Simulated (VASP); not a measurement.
## GaN: single point with PBE

GaN:

```xyz
4
Lattice="3.1587 0.0000 0.0000 -1.5793 2.7355 0.0000 0.0000 0.0000 5.1313" Properties=species:S:1:pos:R:3 pbc="T T T"
Ga    0.0000    1.8237    0.0202
Ga    1.5793    0.9118    2.5859
N     0.0000    1.8237    1.9553
N     1.5793    0.9118    4.5210
```

This cell differs from its parent crystal: volume scaled by 0.98, then relaxed in part.

```json
{"Program": "VASP 6.6.1", "Task": "single point", "Functional": "PBE", "Potentials or basis": "VASP PAW PBE potentials, release 64 (Ga_d, N)", "Cutoff": "520 eV", "k mesh": "11 × 11 × 6", "Occupations": "fermi-dirac, width 0.02 eV", "Spin": "no spin polarisation"}
```

- Pressure: 11.6 GPa
- Band gap on the k mesh: 2.12 eV, direct

Forces on the atoms (eV/Å):
```
Ga   0.000  0.000  0.002
Ga   0.000  0.000  0.002
N    0.000  0.000 -0.002
N    0.000  0.000 -0.002
```

Stress tensor (GPa, compression positive):
```
11.33  0.00  0.00
 0.00 11.33  0.00
 0.00  0.00 12.21
```

Levels at points of the mesh, in eV from the valence-band top:
```tsv
k point	band 14	band 15	band 16	band 17	band 18	band 19	band 20	band 21	band 22	band 23
(0.00, 0.00, 0.00)	-1.08	-1.08	-0.03	0.00	0.00	2.12	4.43	9.39	10.05	10.05
(0.00, 0.00, 0.50)	-3.87	-0.55	-0.55	-0.55	-0.55	4.44	4.44	8.64	8.64	10.57
```

Wall time 33 s on 1 thread of Intel(R) Xeon(R) 6975P-C (Granite Rapids) (shared host), peak memory 0.19 GiB.
